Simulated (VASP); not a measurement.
Set up this calculation in VASP 6.6.1, as the native input.

* Task: single point
* Functional: PBEsol
* Potentials or basis: VASP PAW PBE potentials, release 64 (Te, Pt)
* Cutoff: 520 eV
* k mesh: 15 × 15 × 15
* Occupations: gaussian, width 0.15 eV
* Spin: no spin polarisation
* Dipole correction: no
* Further INCAR settings: ALGO = Normal; EDIFF = 1e-06; NBANDS = 24

The structure of TePt lies in POSCAR:

```
TePt
1.0
    1.8515486852      1.0689921319      6.9684886317
   -1.8515486852      1.0689921319      6.9684886317
    0.0000000000     -2.1379842637      6.9684886317
Te Pt
2 2
Direct
    0.5984717212      0.5984717212      0.5984717212
    0.4015282788      0.4015282788      0.4015282788
    0.8698238680      0.8698238680      0.8698238680
    0.1301761320      0.1301761320      0.1301761320
```

One way to write it, as run:

INCAR

```
PREC = Accurate ; ENCUT = 520
EDIFF = 1E-6 ; ISMEAR = 0
SIGMA = 0.15 ; LREAL = F
LASPH = T ; NELM = 80
ALGO = Normal ; ISIF = 2
LWAVE = F ; LCHARG = F
GGA = PS ; NBANDS = 24
```

KPOINTS

```
regular mesh
0
Gamma
  15 15 15
```

Potentials or basis: VASP PAW PBE potentials, release 64 (Te, Pt).

Command:

```sh
$ cat potpaw_PBE.64/Te/POTCAR potpaw_PBE.64/Pt/POTCAR > POTCAR
$ mpirun -np 1 vasp_std > vasp.out
```

Results of the run:

| Quantity | Value |
| --- | --- |
| Pressure | 17.5 GPa |
| Largest force | 1.507 eV/Å |
| Band gap on the k mesh | zero (bands 16 and 17 overlap by 3.06 eV) |

Caveat: the stress differs along the axes, from 11 to 21 GPa; the PAW data sets were made with another functional, which shifts forces and pressure a little; spin-orbit coupling is left out, which moves the levels of the heavy elements.

It took 33 min on 1 thread of Intel(R) Xeon(R) Platinum 8488C (Sapphire Rapids), with other jobs on the host, peak memory 0.84 GiB.
